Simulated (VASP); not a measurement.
**Ba2PdO3: single point with LDA+U**

Crystal: Ba2PdO3.

```
Ba Pd O
1.0
    -1.91810    2.04000    6.66750
     1.91810   -2.04000    6.66750
     1.91810    2.04000   -6.66750
Ba Pd O
2 1 3
Cartesian
  0.0000 0.0000 8.6157
  0.0000 0.0000 4.7193
  0.0000 0.0000 0.0000
  0.0000 2.0400 0.0000
  0.0000 0.0000 11.3094
  0.0000 0.0000 2.0256
```

* Program: VASP 6.6.1
* Task: single point
* Functional: LDA
* Potentials or basis: VASP PAW LDA potentials, release 64 (Ba_sv, Pd, O)
* Cutoff: 520 eV
* k mesh: 7 × 7 × 7
* Occupations: gaussian, width 0.05 eV
* Spin: collinear spin
* Starting moments: [0.0, 0.0, 2.0, 0.0, 0.0, 0.0] μB
* Hubbard terms: Pd d U = 3.0 eV, J = 0.5 eV
* Dipole correction: no
* LDAUTYPE: 1
* Hund's J: 0.5
* Further INCAR settings: ALGO = Normal; EDIFF = 1e-06; NBANDS = 37

The pressure is -4.4 GPa. The largest force is 0.184 eV/Å and the band gap on the k mesh is 0.36 eV (least direct gap 0.62 eV). The net moment is 0.00 μB per cell and the valence electrons inside the program's atomic spheres are Ba 7.97; Pd 9.67; O 4.94, 4.92 (each value once).

Forces on the atoms (eV/Å):
```
Ba   0.000  0.000 -0.184
Ba   0.000  0.000  0.184
Pd   0.000  0.000  0.000
O    0.000  0.000  0.000
O    0.000  0.000 -0.042
O    0.000  0.000  0.042
```

Stress tensor (GPa, compression positive):
```
-3.08  0.00  0.00
 0.00 -5.11  0.00
 0.00  0.00 -4.90
```

Levels at points of the mesh, in eV from the valence-band top:
Spin up:
```
           k point  band 22  band 23  band 24  band 25  band 26  band 27
(0.00, 0.00, 0.00)    -1.10    -0.53    -0.36     0.52     2.75     2.86
```
Spin down:
| k point | band 20 | band 21 | band 22 | band 23 | band 24 | band 25 | band 26 | band 27 | band 28 | band 29 |
| --- | --- | --- | --- | --- | --- | --- | --- | --- | --- | --- |
| (0.00, 0.00, 0.00) | -1.56 | -1.34 | -1.10 | -0.53 | -0.36 | 0.52 | 2.75 | 2.86 | 4.10 | 5.12 |

Eigenvalues of the final occupation matrices:
| site | spin | trace | eigenvalues |
| --- | --- | --- | --- |
| site 3 d | 1 | 4.34 | 0.56 0.88 0.95 0.96 0.98 |
| site 3 d | 2 | 4.34 | 0.56 0.88 0.95 0.96 0.98 |

Wall time 8 min on 1 × NVIDIA H100 80GB with 1 thread of Intel(R) Xeon(R) Platinum 8481C CPU @ 2.70GHz (Sapphire Rapids) (shared host), peak memory 1.6 GiB.

Caveat: the cell stands under tension; spin-orbit coupling is left out, which moves the levels of the heavy elements; an odd mesh through Γ misses points on the zone boundary, where band edges can lie.
